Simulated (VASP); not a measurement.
# Si5Sn (P6/mmm) in VASP: a series of runs, part 2 of 2

VASP 6.6.1.

## 5. Relaxation of cell and atoms, PBE

Input file INCAR:

```
SYSTEM = Si5Sn
ALGO = Normal
EDIFF = 1E-6
EDIFFG = -0.04
ENCUT = 600
GGA = PE
IBRION = 2
ISIF = 3
ISMEAR = 0
LASPH = .True.
LCHARG = .False.
LREAL = .False.
LWAVE = .False.
NELM = 60
NSW = 90
PREC = Accurate
SIGMA = 0.1
```

Input file KPOINTS:

```
k-points
0
Gamma
  6 6 2
  0 0 0
```

Input file POSCAR:

```
Si5Sn
1.0
    3.9266100200      0.0000000000      0.0000000000
   -1.9633050100      3.4005440300      0.0000000000
    0.0000000000      0.0000000000      8.3400603800
Si Sn
5 1
Direct
    0.5000000000      0.0000000000      0.5000000000
    0.0000000000      0.5000000000      0.5000000000
    0.5000000000      0.5000000000      0.5000000000
    0.0000000000      0.0000000000      0.8418738700
    0.0000000000      0.0000000000      0.1581261300
    0.0000000000      0.0000000000      0.5000000000
```

Potentials or basis: VASP PAW PBE potentials, release 64 (Si, Sn_d).

Run with:

```bash
$ cat potpaw_PBE.64/Si/POTCAR potpaw_PBE.64/Sn_d/POTCAR > POTCAR
$ mpirun -np 1 vasp_std > vasp.out
```

OUTCAR:

```text
SYSTEM = Si5Sn
   EDIFF = 1E-6
   EDIFFG = -0.04
   ENCUT = 600
   GGA = PE
   IBRION = 2
   ISIF = 3
   ISMEAR = 0
   LASPH = .True.
   LREAL = .False.
   NELM = 60
   NSW = 90
   PREC = Accurate

 ion  position               nearest neighbor table
   1  0.500  0.000  0.500-   6 1.96   6 1.96   2 1.96   3 1.96   3 1.96   2 1.96   6 3.40   6 3.40

   2  0.000  0.500  0.500-   3 1.96   3 1.96   6 1.96   6 1.96   1 1.96   1 1.96   6 3.40   6 3.40

   3  0.500  0.500  0.500-   2 1.96   2 1.96   6 1.96   1 1.96   1 1.96   6 1.96   6 3.40   6 3.40

   4  0.000  0.000  0.842-   5 2.64   6 2.85
   5  0.000  0.000  0.158-   4 2.64   6 2.85
   6  0.000  0.000  0.500-   1 1.96   1 1.96   3 1.96   2 1.96   2 1.96   3 1.96   5 2.85   4 2.85
                             2 3.40   3 3.40   2 3.40   3 3.40   1 3.40   1 3.40

  LATTYP: Found a hexagonal cell.
 ALAT       =     3.9266100200
 C/A-ratio  =     2.1239848973

  Lattice vectors:

 A1 = (   3.9266100200,   0.0000000000,   0.0000000000)
 A2 = (  -1.9633050100,   3.4005440300,   0.0000000000)
 A3 = (   0.0000000000,   0.0000000000,   8.3400603800)

Analysis of symmetry for initial positions (statically):
=====================================================================
 Subroutine PRICEL returns:
 Original cell was already a primitive cell.

 Routine SETGRP: Setting up the symmetry group for a
 hexagonal supercell.

 Subroutine GETGRP returns: Found 24 space group operations
 (whereof 24 operations were pure point group operations)
 out of a pool of 24 trial point group operations.

The static configuration has the point symmetry D_6h.

Analysis of symmetry for dynamics (positions and initial velocities):
=====================================================================
 Subroutine PRICEL returns:
 Original cell was already a primitive cell.

 Routine SETGRP: Setting up the symmetry group for a
 hexagonal supercell.

 Subroutine GETGRP returns: Found 24 space group operations
 (whereof 24 operations were pure point group operations)
 out of a pool of 24 trial point group operations.

The dynamic configuration has the point symmetry D_6h.

 Subroutine INISYM returns: Found 24 space group operations
[... 101 lines left out ...]
   ISYM   =      2    0-nonsym 1-usesym 2-fastsym
   POTIM  = 0.5000    time-step for ionic-motion
   TEBEG  =    0.0;   TEEND  =   0.0 temperature during run
   PSTRESS=    0.0 pullay stress
   NELECT =      34.0000    total number of electrons
   NUPDOWN=      -1.0000    fix difference up-down
   EMIN   =  10.00;   EMAX   =-10.00  energy-range for DOS
   EFERMI =   0.00;   METHOD = LEGACY
   ISMEAR =     0;   SIGMA  =   0.10  broadening in eV -4-tet -1-fermi 0-gaus
   EFERMI_NEDOS =   21; number of points for ismear=-14 and -15
   IALGO  =     38    algorithm
   IMIX   =      4    mixing-type and parameters
     AMIX     =   0.40;   BMIX     =  1.00
     AMIX_MAG =   1.60;   BMIX_MAG =  1.00
  volume/ion in A,a.u.               =      18.56       125.25
  Fermi-wavevector in a.u.,A,eV,Ry     =   1.102358  2.083155 16.533708  1.215193
  Thomas-Fermi vector in A             =   2.238800
   LORBIT       =      0    0 simple, 1 ext, 2 COOP (PROOUT), +10 PAW based schemes
   GGA     = PE    functional components
   LHFCALC =     F    Hartree Fock is set to
   AEXX    =    0.0000 exact exchange contribution
   IVDW    =     0    specifies the selected vdW correction
   LEPSILON=     F    determine dielectric tensor
   LRPA    =     F    only Hartree local field effects (RPA)
 conjugate gradient relaxation of ions
 non-spin polarized calculation
 Gauss-broadening in eV      SIGMA  =   0.10
  energy-cutoff  :      600.00
  volume of cell :      111.36
 maximum number of plane-waves:      3752
 NGX is ok and might be reduce to    32
   NGX = 15   NGY = 15   NGZ = 33

--------------------------------------- Ionic step        1  -------------------------------------------

 number of electron      34.0000005 magnetization

 Free energy of the ion-electron system (eV)
  ---------------------------------------------------
  ext. energy  EPLUGINS =         0.00000000
  ---------------------------------------------------
  free energy    TOTEN  =         5.93919948 eV

  energy without entropy =        5.96259971  energy(sigma->0) =        5.95089959

 E-fermi :   7.5888     XC(G=0):  -9.7532

 val. band max:        7.5423404812   @ k =   0.1667   0.0000   0.5000
 cond. band min:       7.6241343228   @ k =   0.5000   0.0000   0.0000
 fundamental gap:      0.0817938417
 Fermi energy:         7.5887684562
[... 790 lines left out ...]
  FREE ENERGIE OF THE ION-ELECTRON SYSTEM (eV)
  ---------------------------------------------------
  free  energy   TOTEN  =       -21.7939756831 eV

  energy  without entropy=      -21.7424806031  energy(sigma->0) =      -21.76822814

[... ionic steps 4 to 14 ...]

--------------------------------------- Ionic step       15  -------------------------------------------

 number of electron      34.0000006 magnetization

------------------------ aborting loop because EDIFF is reached ----------------------------------------
[... 75 lines left out ...]
--------------------------------------- Ionic step       17  -------------------------------------------

 number of electron      34.0000006 magnetization

 Free energy of the ion-electron system (eV)
  ---------------------------------------------------
  ext. energy  EPLUGINS =         0.00000000
  ---------------------------------------------------
  free energy    TOTEN  =       -22.66097020 eV

  energy without entropy =      -22.63831032  energy(sigma->0) =      -22.64964026

 E-fermi :   2.4548     XC(G=0):  -7.5706

 val. band max:        2.4075107349   @ k =   0.3333   0.0000   0.5000
 cond. band min:       2.5062885826   @ k =   0.3333   0.0000   0.5000
 fundamental gap:      0.0987778477
 Fermi energy:         2.4548428542
[... 367 lines left out ...]
  FREE ENERGIE OF THE ION-ELECTRON SYSTEM (eV)
  ---------------------------------------------------
  free  energy   TOTEN  =       -22.6609701952 eV

  energy  without entropy=      -22.6383103228  energy(sigma->0) =      -22.64964026

 reached required accuracy - stopping structural energy minimisation
```

CONTCAR:

```text
Si5Sn
   1.00000000000000
     5.5729243295493793    0.0000000000000000    0.0000000000000000
    -2.7864621647746897    4.8262940471169617    0.0000000000000000
    -0.0000000000000000   -0.0000000000000000    7.3330800240403251
  Si              Sn
     5     1
Direct
     0.5000000000000000    0.0000000000000000    0.5000000000000000
     0.0000000000000000    0.5000000000000000    0.5000000000000000
     0.5000000000000000    0.5000000000000000    0.5000000000000000
     0.0000000000000000    0.0000000000000000    0.8536026219151714
     0.0000000000000000    0.0000000000000000    0.1463973780848287
     0.0000000000000000    0.0000000000000000    0.5000000000000000

  0.00000000E+00  0.00000000E+00  0.00000000E+00
  0.00000000E+00  0.00000000E+00  0.00000000E+00
  0.00000000E+00  0.00000000E+00  0.00000000E+00
  0.00000000E+00  0.00000000E+00  0.00000000E+00
  0.00000000E+00  0.00000000E+00  0.00000000E+00
  0.00000000E+00  0.00000000E+00  0.00000000E+00
```

Run time: 10 min. Hardware: 1 thread of AMD EPYC 7R43 (Zen 3), shared host; peak memory 0.23 GiB.

What came out:

* Free energy: -22.6610 eV
* Relaxed volume: 32.87 Å³/atom
* Relaxed cell: a = 5.573 Å, b = 5.573 Å, c = 7.333 Å, α = 90.00°, β = 90.00°, γ = 120.00°
* Space group after relaxing (to 0.1 Å): P6/mmm (No. 191)
* Energy gained by relaxing: 4766.7 meV/atom
* Ionic steps: 17
* Pressure after relaxing: 0.0 GPa
* Band gap on the k mesh: zero (bands 17 and 18 overlap by 1.11 eV)

Step by step:
```csv
step,energy change (eV),largest force (eV/Å),pressure (GPa),volume (Å³)
1,0.0000,2.0428,114.38,111.36
2,-20.4886,1.3516,-7.19,428.45
3,-27.7332,1.3565,-2.75,227.73
4,-27.7539,1.3183,-2.46,224.99
5,-27.7737,1.1985,-1.54,217.86
6,-27.7730,1.2424,-1.88,220.35
7,-28.2518,1.0537,-1.53,210.30
8,-25.8933,15.5431,9.63,179.86
9,-28.3516,0.9806,-1.36,206.77
10,-28.4486,2.5367,1.51,193.35
11,-28.5379,0.0173,-0.47,200.58
12,-28.5580,0.8122,0.20,197.61
13,-28.5591,0.5860,0.02,198.34
14,-28.5980,0.2537,0.06,197.17
15,-28.5989,0.1865,0.09,196.97
16,-28.5985,0.2055,-0.13,197.56
17,-28.6002,0.0014,-0.02,197.23
```

Final structure:
```xyz
6
Lattice="5.5729 0.0000 0.0000 -2.7865 4.8263 0.0000 0.0000 0.0000 7.3331" Properties=species:S:1:pos:R:3 pbc="T T T"
Si    2.7865    0.0000    3.6665
Si   -1.3932    2.4131    3.6665
Si    1.3932    2.4131    3.6665
Si    0.0000    0.0000    6.2595
Si    0.0000    0.0000    1.0735
Sn    0.0000    0.0000    3.6665
```

Caveat: the k points lie up to 0.43 Å⁻¹ apart in the final cell, too coarse for converged energies and pressures of a metal; the volume moved by over 15 % at a fixed basis, so the end points are rough; spin-orbit coupling is left out, which moves the levels of the heavy elements.

## 6. Summary

```tsv
task	cell	k mesh	cutoff (eV)	gap on the mesh (eV)	pressure (GPa)	largest force (eV/Å)
single point	a = 3.927, b = 3.927, c = 8.340 Å, angles 90.0, 90.0, 120.0°, 6 atoms, atomic positions A	6 × 6 × 2	520	none	114.4	2.04
single point	a = 5.580, b = 5.580, c = 7.337 Å, angles 90.0, 90.0, 120.0°, 6 atoms, atomic positions B	6 × 6 × 2	520	none	-0.1	0.01
single point	a = 5.543, b = 5.543, c = 7.512 Å, angles 90.0, 90.0, 120.0°, 6 atoms, atomic positions C	6 × 6 × 4	520	none	0.0	0.02
relaxation of cell and atoms	relaxed from a = 3.927, b = 3.927, c = 8.340 Å, angles 90.0, 90.0, 120.0°, 6 atoms, atomic positions A	6 × 6 × 2	600	none	0.0	-
```

Alike in all rows: level PBE; potentials or basis VASP PAW PBE potentials, release 64 (Si, Sn_d); no spin polarisation; smearing gaussian 0.1 eV.

Caveats: some runs use coarse meshes; spin-orbit coupling is left out, which moves the levels of the heavy elements; forces of over 1 eV/Å act on the atoms, so gaps and moduli don't describe the material at rest (at least some runs); the volume moved by over 15 % at a fixed basis, so the end points are rough (at least some runs).

Total energies depend on the potentials used, so only differences within one code and one set of settings carry meaning.

The gap in the log of VASP goes by the Fermi energy; the results here count the filled bands.